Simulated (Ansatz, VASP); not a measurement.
## Two plane-wave programs on BeGeF4

```
Be Ge F
1.0
     3.18992   -3.18992    0.00000
     3.18992    3.18992    0.00000
     0.00000    0.00000    2.93230
Be Ge F
1 1 4
Cartesian
  3.1899 0.0000 1.4662
  0.0000 0.0000 0.0000
  3.1899 -1.2441 0.0000
  3.1899 1.2441 0.0000
  5.1358 0.0000 1.4662
  1.2441 0.0000 1.4662
```

Alike in both runs: task single point; functional PBE; k mesh 4 × 4 × 6; occupations gaussian, width 0.1 eV; no spin polarisation.

```csv
,VASP,Ansatz
version,VASP 6.6.1,Ansatz 0.2.0
potentials or method,"VASP PAW PBE potentials, release 64 (Be, Ge_d, F), cutoff 520 eV","scalar-relativistic, plane waves, PAW"
valence electrons in the cell,44,44
```

|  | VASP | Ansatz | Ansatz less VASP |
| --- | --- | --- | --- |
| gap on the k mesh at the Fermi level (eV) | 1.01 | 1.02 | +0.012 |
| least direct gap on the mesh (eV) | 2.72 | 2.73 | +0.012 |
| rms of the force components (eV/Å) | 2.689 | 2.662 | -0.0271 |

Atom by atom the forces differ by 0.028 eV/Å (rms over components).
